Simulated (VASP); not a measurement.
Wanted: the native input for a VASP 6.6.1 run.

- Task: single point
- Functional: RPBE
- Potentials or basis: VASP PAW PBE potentials, release 64 (Ti_sv, Al)
- Cutoff: 520 eV
- k mesh: 10 × 10 × 10
- Occupations: fermi-dirac, width 0.05 eV
- Spin: no spin polarisation
- Dipole correction: no
- Further INCAR settings: ALGO = Normal; EDIFF = 1e-06; NBANDS = 18

The structure of TiAl3 lies in POSCAR:

```
TiAl3
1.0
   -1.9376690438      1.9376690438      4.3354117242
    1.9376690438     -1.9376690438      4.3354117242
    1.9376690438      1.9376690438     -4.3354117242
Ti Al
1 3
Direct
    0.0000000000      0.0000000000      0.0000000000
    0.2500000000      0.7500000000      0.5000000000
    0.7500000000      0.2500000000      0.5000000000
    0.5000000000      0.5000000000      0.0000000000
```

These files were run (other wordings do the same):

INCAR

```
  ALGO = Normal
  EDIFF = 1E-6
  ENCUT = 520
  GGA = RP
  ISIF = 2
  ISMEAR = -1
  LASPH = T
  LCHARG = F
  LREAL = F
  LWAVE = F
  NBANDS = 18
  NELM = 60
  PREC = Accurate
  SIGMA = 0.05
```

KPOINTS

```
k-points
0
Gamma
  10 10 10
```

Potentials or basis: VASP PAW PBE potentials, release 64 (Ti_sv, Al).

Command:

```console
$ cat potpaw_PBE.64/Ti_sv/POTCAR potpaw_PBE.64/Al/POTCAR > POTCAR
$ mpirun -np 1 vasp_std > vasp.out
```

Results of the run:

```
Pressure               : -0.2 GPa
Band gap on the k mesh : zero (an odd number of electrons rules out a gap without spin polarisation)
```

Caveat: the PAW data sets were made with another functional, which shifts forces and pressure a little.

It took 2.1 min on 1 thread of Intel(R) Xeon(R) Platinum 8259CL CPU @ 2.50GHz (Skylake/Cascade Lake), on a shared host, peak memory 0.3 GiB.
